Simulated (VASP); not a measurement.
# KTaO3 (P1) in VASP: notebook, part 2 of 4

VASP 6.6.1. The steps go on from the part before.

### Step 3. Single point, r2SCAN

POSCAR

```
KTaO3
1.0
    8.1212400000      0.0000000000      0.0000000000
    0.0000000000      8.1212400000      0.0000000000
    0.0000000000      0.0000000000      8.1212400000
K Ta O
8 8 24
Direct
    0.0314483995      0.0331845876     -0.0301801203
    0.0014652935     -0.0260305077      0.4642887047
   -0.0462614084      0.5412350823     -0.0216838808
   -0.0045928947      0.4824878959      0.4915259246
    0.5011919362      0.0187286671     -0.0590427078
    0.5449660397     -0.0062675158      0.4959956854
    0.4788431323      0.4676625737      0.0337263768
    0.4934837537      0.4720092006      0.5209303013
    0.2329939763      0.2497771276      0.2654520738
    0.2519319710      0.2597140338      0.7462653486
    0.2638636464      0.7736380159      0.2573868030
    0.2676807975      0.7519664485      0.7499839926
    0.7348631490      0.2290290645      0.2656737149
    0.7846338736      0.2478069851      0.7604626880
    0.7465731834      0.7444060267      0.2559953899
    0.7572981466      0.7441105053      0.7505134684
    0.2433249110      0.2529539824     -0.0310543710
   -0.0260551344      0.2210007339      0.2755736809
    0.2489398171     -0.0014283533      0.2325383808
    0.2423644665      0.2048701922      0.4741394171
   -0.0118454817      0.2173682837      0.7069117524
    0.2757460683     -0.0117962282      0.7482847447
    0.2312331614      0.7236579636     -0.0066738577
   -0.0202062739      0.7636518561      0.2244238565
    0.1915224769      0.4767621693      0.2381409735
    0.2226384148      0.7383970921      0.4764543346
   -0.0198122454      0.7756450985      0.7144721742
    0.1992799129      0.4912919702      0.7581231438
    0.7535795026      0.2477207914      0.0059843078
    0.4661480267      0.2737266723      0.2738251794
    0.6523388054      0.0230260404      0.2437312529
    0.7299993597      0.3169589866      0.4807270811
    0.4899374972      0.2692569115      0.7236949037
    0.7128960602      0.0292566160      0.7428299127
    0.7485925795      0.7828730588     -0.0276312484
    0.4818599130      0.7356758328      0.2510330935
    0.7209613310      0.5292418399      0.2037989273
    0.7854958110      0.7498116051      0.4790401466
    0.4850244544      0.7300362999      0.7128591200
    0.7439504312      0.4966482951      0.7690820614
```

INCAR.step1

```
SYSTEM = KTaO3
PREC = Accurate ; ENCUT = 520
ISMEAR = -1 ; SIGMA = 0.05
LREAL = Auto ; LASPH = .TRUE.
NELM = 100 ; NBANDS = 178
GGA = PE ; ALGO = Normal
EDIFF = 1E-4 ; LWAVE = .TRUE.
LCHARG = .FALSE.
```

INCAR.step2

```
SYSTEM = KTaO3
PREC = Accurate ; ENCUT = 520
EDIFF = 1E-7 ; ISMEAR = -1
SIGMA = 0.05 ; LREAL = Auto
LASPH = .TRUE. ; NELM = 100
ALGO = Normal ; ISIF = 2
LWAVE = .FALSE. ; LCHARG = .FALSE.
METAGGA = R2SCAN ; LMIXTAU = .TRUE.
NBANDS = 178 ; ISTART = 1
```

KPOINTS

```
regular mesh
0
G
  1 1 1
  0 0 0
```

Potentials or basis: VASP PAW PBE potentials, release 64 (K_sv, Ta_pv, O).

Launch:

```console
> cat potpaw_PBE.64/K_sv/POTCAR potpaw_PBE.64/Ta_pv/POTCAR potpaw_PBE.64/O/POTCAR > POTCAR
> cp INCAR.step1 INCAR
> mpirun -np 1 vasp_gam > vasp.out
> cp INCAR.step2 INCAR
> mpirun -np 1 vasp_gam > vasp.out
```

Wall time 10 min (1 thread of Intel Xeon Platinum 8488C (Sapphire Rapids), shared host); peak memory 0.55 GiB.

It converged, with:

```
Free energy            : -684.5269 eV
Pressure               : 3.3 GPa
Largest force          : 7.770 eV/Å
Band gap on the k mesh : 3.13 eV
```

Forces in eV/Å, atoms in the order of the input:
```
K   -0.821 -1.698  1.063
K    0.204  0.389  1.031
K    2.156 -0.786  1.715
K    0.108  0.817 -0.196
K   -0.011 -0.078  2.184
K   -2.483  0.124  1.735
K   -0.220  0.742 -1.022
K   -0.565  1.670 -1.167
Ta   1.360  2.514 -3.557
Ta   3.341  1.373 -0.472
Ta  -2.572 -2.032 -2.184
Ta  -2.726  0.206  2.078
Ta   1.003  3.035 -2.047
Ta  -7.430  1.197  1.933
Ta   1.562  0.213 -1.844
Ta   0.738 -0.966  0.264
O   -0.263 -1.356  1.249
O   -1.288 -0.288 -0.841
O   -0.462 -0.315 -1.005
O   -0.690 -0.333  6.056
O    5.013 -0.206 -1.103
O   -1.920 -0.872 -0.584
O    0.982  0.911 -1.884
O   -0.921  0.447 -0.641
O    0.368  0.447 -0.026
O    0.207 -0.262  2.220
O    0.420 -0.374  0.911
O    0.236  0.171 -1.789
O    0.536  0.422 -1.498
O    1.267  0.068 -1.163
O    2.234 -2.529 -0.752
O    0.871 -2.003  0.882
O   -2.291 -0.763  0.691
O    0.859 -1.371 -0.962
O   -0.650  0.701  0.113
O    1.751 -0.122 -0.332
O    0.632 -1.307  1.014
O   -2.302  0.452  1.370
O    2.087  0.011 -0.307
O   -0.319  1.751 -1.134
```

Stress tensor (GPa, compression positive):
```
 4.97 -0.79 -0.79
-0.79  0.39 -1.27
-0.79 -1.27  4.49
```

Levels at points of the mesh, in eV from the valence-band top:
```csv
k point,band 148,band 149,band 150,band 151,band 152,band 153,band 154,band 155,band 156,band 157
"(0.00, 0.00, 0.00)",-0.62,-0.26,-0.22,-0.17,0.00,3.13,3.22,3.46,3.60,3.91
```

Caveat: the k points lie up to 0.77 Å⁻¹ apart; the PAW data sets were made with another functional, which shifts forces and pressure a little; spin-orbit coupling is left out, which moves the levels of the heavy elements; an odd mesh through Γ misses points on the zone boundary, where band edges can lie.

### Step 4. Single point, r2SCAN

POSCAR

```
KTaO3
1.0
    8.1212400000      0.0000000000      0.0000000000
    0.0000000000      8.1212400000      0.0000000000
    0.0000000000      0.0000000000      8.1212400000
K Ta O
8 8 24
Direct
   -0.0574789072     -0.0405233684      0.0150100231
   -0.0151824106     -0.0434170151      0.5270131162
    0.0665538760      0.4918460728      0.0039279716
    0.0010589516      0.5254123755      0.4855785570
    0.5013889505      0.0049376696      0.0588703203
    0.4890878733      0.0114391398      0.5180612813
    0.4854554231      0.4743856849     -0.0237894706
    0.4792987278      0.5278011732      0.4801483517
    0.2475114638      0.2539144269      0.2404805178
    0.2481640735      0.2537174126      0.7345306874
    0.2401234294      0.7566209101      0.2608714925
    0.2747733105      0.7923297427      0.7613246253
    0.7657451325      0.2704759372      0.2702296694
    0.7665208761      0.2328954692      0.7445661007
    0.7448123686      0.7488757874      0.2375991844
    0.7574951608      0.7279060833      0.7542690525
    0.2175899247      0.2344223296      0.0081268378
   -0.0143574134      0.2591599312      0.2539759938
    0.1859321975     -0.0133354020      0.2564386719
    0.2568819540      0.2307406258      0.5068930360
   -0.0159581542      0.2509468997      0.7049908635
    0.2189690244      0.0049499830      0.7711630244
    0.2946101827      0.7163438096     -0.0065876640
   -0.0153424846      0.6986987209      0.2274406371
    0.2526954012      0.4684875709      0.2800926952
    0.2112485285      0.7551925568      0.5017337254
    0.0021548433      0.6957065670      0.7652525969
    0.2921967581      0.4845811723      0.7777137481
    0.7429653600      0.2592584384     -0.0401662800
    0.4653969098      0.2029000497      0.2483857145
    0.7481862376     -0.0152562909      0.2197324546
    0.6991789431      0.2459353498      0.4793479813
    0.4881397422      0.2191290985      0.7764824091
    0.7645999872     -0.0062428890      0.7153341115
    0.6848215297      0.7064561569     -0.0295275106
    0.4756416508      0.7247169152      0.2089828647
    0.7387788072      0.4957371042      0.2486442957
    0.6881830853      0.7613615655      0.4650151947
    0.5040978964      0.8250833617      0.7534686821
    0.7245322143      0.4972762780      0.7049169831
```

INCAR.step1

```
SYSTEM = KTaO3
  PREC = Accurate
  ENCUT = 520
  ISMEAR = -1
  SIGMA = 0.05
  LREAL = Auto
  LASPH = .TRUE.
  NELM = 100
  NBANDS = 178
  GGA = PE
  ALGO = Normal
  EDIFF = 1E-4
  LWAVE = .TRUE.
  LCHARG = .FALSE.
```

INCAR.step2

```
SYSTEM = KTaO3
  PREC = Accurate
  ENCUT = 520
  EDIFF = 1E-6
  ISMEAR = -1
  SIGMA = 0.05
  LREAL = Auto
  LASPH = .TRUE.
  NELM = 100
  ALGO = Normal
  ISIF = 2
  LWAVE = .FALSE.
  LCHARG = .FALSE.
  METAGGA = R2SCAN
  LMIXTAU = .TRUE.
  NBANDS = 178
  ISTART = 1
```

KPOINTS

```
Automatic mesh
0
G
  1 1 1
  0 0 0
```

Potentials or basis: VASP PAW PBE potentials, release 64 (K_sv, Ta_pv, O).

Launch:

```console
> cat potpaw_PBE.64/K_sv/POTCAR potpaw_PBE.64/Ta_pv/POTCAR potpaw_PBE.64/O/POTCAR > POTCAR
> cp INCAR.step1 INCAR
> mpirun -np 1 vasp_gam > vasp.out
> cp INCAR.step2 INCAR
> mpirun -np 1 vasp_gam > vasp.out
```

OUTCAR:

```text
SYSTEM = KTaO3
   PREC = Accurate
   ENCUT = 520
   EDIFF = 1E-6
   ISMEAR = -1
   LREAL = Auto
   LASPH = .TRUE.
   NELM = 100
   ISIF = 2
   METAGGA = R2SCAN
   ISTART = 1

 ion  position               nearest neighbor table
   1  0.943  0.959  0.015-  31 2.30  24 2.75  19 2.79  34 2.84  15 2.96  16 3.21  14 3.43  11 3.54
                            13 3.57   5 3.62  12 3.66
   2  0.985  0.957  0.527-  34 2.37  26 2.47  19 2.75  22 2.78  21 2.79  27 2.87  16 3.20  12 3.31
                            14 3.36  11 3.41  15 3.49   4 3.52  10 3.64
   3  0.067  0.492  0.004-  17 2.42  24 2.56  28 2.60  23 2.60  27 2.60  25 2.71  18 2.85   9 3.10
                            10 3.27  11 3.31   7 3.41  12 3.56
   4  0.001  0.525  0.486-  24 2.53  26 2.53  27 2.66  25 2.68  21 2.86  18 2.87  40 2.88  37 2.88
                            11 3.26  13 3.32  16 3.37  15 3.42   2 3.52   9 3.58  10 3.60  14 3.70
   5  0.501  0.005  0.059-  30 2.24  31 2.40  36 2.59  39 2.88  33 2.88  15 3.22   9 3.24  11 3.36
                            13 3.49  12 3.49   1 3.62   6 3.73
   6  0.489  0.011  0.518-  39 2.44  32 2.58  20 2.60  38 2.63  33 2.69  30 2.69  34 2.76  12 3.18
                            10 3.28  14 3.42  11 3.57   9 3.58  13 3.68  16 3.71   5 3.73
[... 289 lines left out ...]
      2     -34.8176      2.00000
      3     -34.7768      2.00000
      4     -34.7226      2.00000
      5     -34.7165      2.00000
      6     -34.6664      2.00000
[... 156 lines left out ...]
    163       5.9686      0.00000
    164       6.0267      0.00000
 [bands above 164 left out]

------------------------ aborting loop because EDIFF is reached ----------------------------------------

  FORCE on cell =-STRESS in cart. coord.  units (eV):
  Direction    XX          YY          ZZ          XY          YZ          ZX
  --------------------------------------------------------------------------------------
  -------------------------------------------------------------------------------------
  Total        1.6819918      5.0756851      4.5165414      0.6977222     -2.0278590     -0.1687412
  in kB        5.0311519     15.1823227     13.5098195      2.0870176     -6.0657054     -0.5047364
  external PRESSURE =      11.2410980 kB  Pullay stress =       0.0000000 kB

 VOLUME and BASIS-vectors are now :
 -----------------------------------------------------------------------------
  energy-cutoff  :      520.00
  volume of cell :      535.63
      direct lattice vectors                 reciprocal lattice vectors
     8.121240000  0.000000000  0.000000000     0.123133906  0.000000000  0.000000000
     0.000000000  8.121240000  0.000000000     0.000000000  0.123133906  0.000000000
     0.000000000  0.000000000  8.121240000     0.000000000  0.000000000  0.123133906

 POSITION                                       TOTAL-FORCE (eV/Angst)
 -----------------------------------------------------------------------------------
      7.65444      7.79214      0.12190         2.303994      1.107160     -1.492682
      7.99794      7.76864      4.28000         0.426974      1.049435     -1.246149
      0.54050      3.99440      0.03190        -1.565465      0.448801     -0.649694
      0.00860      4.26700      3.94350        -0.127154     -1.026606      0.881272
      4.07190      0.04010      0.47810        -0.673166     -0.673279     -2.952203
      3.97200      0.09290      4.20730         0.381387      0.276820     -0.953547
[... 32 lines left out ...]
      4.09390      6.70070      6.11910        -1.871057     -1.542694     -0.999805
      5.88410      4.03850      5.72480         0.028911      1.127597     -0.463629
 -----------------------------------------------------------------------------------
    total drift:                               -0.008077     -0.013376     -0.016139

  FREE ENERGIE OF THE ION-ELECTRON SYSTEM (eV)
  ---------------------------------------------------
  free  energy   TOTEN  =      -683.2430091514 eV

  energy  without entropy=     -683.2430091514  energy(sigma->0) =     -683.24300915
```

OSZICAR.step1:

```text
N       E                     dE             d eps       ncg     rms          rms(c)
DAV:   1     0.412330526115E+04    0.41233E+04   -0.18482E+05   356   0.182E+03
DAV:   2     0.102573801587E+03   -0.40207E+04   -0.38488E+04   436   0.545E+02
DAV:   3    -0.370358303698E+03   -0.47293E+03   -0.46870E+03   422   0.185E+02
DAV:   4    -0.386450081398E+03   -0.16092E+02   -0.16026E+02   440   0.363E+01
DAV:   5    -0.387375145726E+03   -0.92506E+00   -0.92464E+00   608   0.631E+00    0.980E+01
DAV:   6    -0.317317150188E+03    0.70058E+02   -0.38199E+02   440   0.517E+01    0.380E+01
DAV:   7    -0.315879803642E+03    0.14373E+01   -0.33622E+01   408   0.153E+01    0.259E+01
DAV:   8    -0.315451175443E+03    0.42863E+00   -0.51948E+00   472   0.741E+00    0.516E+00
DAV:   9    -0.315322793621E+03    0.12838E+00   -0.66004E-01   448   0.252E+00    0.222E+00
DAV:  10    -0.315327472803E+03   -0.46792E-02   -0.19530E-01   496   0.126E+00    0.133E+00
DAV:  11    -0.315325546821E+03    0.19260E-02   -0.34160E-02   464   0.604E-01    0.335E-01
DAV:  12    -0.315325192528E+03    0.35429E-03   -0.74393E-03   448   0.270E-01    0.110E-01
DAV:  13    -0.315325254228E+03   -0.61699E-04   -0.14357E-03   400   0.104E-01    0.592E-02
DAV:  14    -0.315325263451E+03   -0.92233E-05   -0.13957E-04   232   0.432E-02
   1 F= -.31532526E+03 E0= -.31532526E+03  d E =-.593325E-09
```

Wall time 9 min (1 thread of Intel Xeon Platinum 8488C (Sapphire Rapids), shared host); peak memory 0.54 GiB.

Results:

- Free energy: -683.2430 eV
- Pressure: 1.1 GPa
- Largest force: 5.786 eV/Å
- Band gap on the k mesh: 2.61 eV

Forces in eV/Å, atoms in the order of the input:
```
K    2.304  1.107 -1.493
K    0.427  1.049 -1.246
K   -1.565  0.449 -0.650
K   -0.127 -1.027  0.881
K   -0.673 -0.673 -2.952
K    0.381  0.277 -0.954
K    1.311 -0.443  1.354
K    0.381 -0.899  0.783
Ta   0.492 -2.920 -0.575
Ta   4.784  2.988  1.288
Ta   1.348  2.041 -1.411
Ta   1.376 -4.073  2.023
Ta  -2.271 -1.015 -2.005
Ta  -3.373  0.486 -1.035
Ta  -1.509  0.095  2.400
Ta   0.185 -1.309  0.164
O   -0.188 -0.500  0.070
O    0.405 -0.740  0.628
O    0.854 -2.496 -0.084
O   -1.107 -0.347 -0.060
O    2.653  0.438 -0.031
O   -1.275  0.162  0.325
O   -3.151  1.785 -1.252
O    0.080  1.257 -0.311
O   -0.885  4.325 -0.098
O    2.104 -0.842 -0.014
O   -2.319  2.017 -0.207
O   -2.532 -1.040 -2.641
O    0.503 -0.194  3.734
O    1.919  1.085  0.573
O   -0.026 -0.222  0.574
O    0.501 -0.139  1.343
O   -2.079 -0.475 -1.215
O    0.019 -0.613  0.787
O    2.434  1.340  0.948
O   -0.666  0.658  2.930
O   -0.825 -0.464 -0.722
O    1.953 -0.712 -0.388
O   -1.871 -1.543 -1.000
O    0.029  1.128 -0.464
```

Levels at points of the mesh, in eV from the valence-band top:
```tsv
k point	band 150	band 151	band 152	band 153	band 154	band 155
(0.00, 0.00, 0.00)	-0.20	-0.17	0.00	2.61	2.92	3.08
```

Caveat: the k points lie up to 0.77 Å⁻¹ apart; the PAW data sets were made with another functional, which shifts forces and pressure a little; spin-orbit coupling is left out, which moves the levels of the heavy elements; an odd mesh through Γ misses points on the zone boundary, where band edges can lie.

(Continued in part 3 of 4.)
